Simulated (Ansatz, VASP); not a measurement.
# SnW3: VASP beside Ansatz

```
Sn W
1.0
    -2.02391    2.02391    4.52094
     2.02391   -2.02391    4.52094
     2.02391    2.02391   -4.52094
Sn W
1 3
Cartesian
  0.0000 0.0000 0.0000
  0.0000 0.0000 4.5209
  2.0239 0.0000 2.2605
  0.0000 2.0239 2.2605
```

Alike in both runs: task single point; functional PBE; k mesh 6 × 6 × 6; occupations gaussian, width 0.1 eV; no spin polarisation.

```csv
,VASP,Ansatz
version,VASP 6.6.1,Ansatz 0.2.0
potentials or method,"VASP PAW PBE potentials, release 64 (Sn_d, W_sv), cutoff 500 eV","scalar-relativistic, plane waves, PAW"
valence electrons in the cell,56,56
```

|  | VASP | Ansatz | Ansatz less VASP |
| --- | --- | --- | --- |
| gap on the k mesh at the Fermi level (eV) | none | none | - |
| pressure (GPa) | -15.1 | -15.2 | -0.12 |
| traceless stress, the component that is largest in VASP (GPa) | -4.51 | -4.46 | +0.047 |

A gap of «none» marks a metal or a gap that the smearing closes. With one functional, cell and mesh, what is left measures potentials, basis and numerics.

The k mesh is coarse, so the values compare programs but aren't converged. Neither program's run includes spin-orbit coupling.
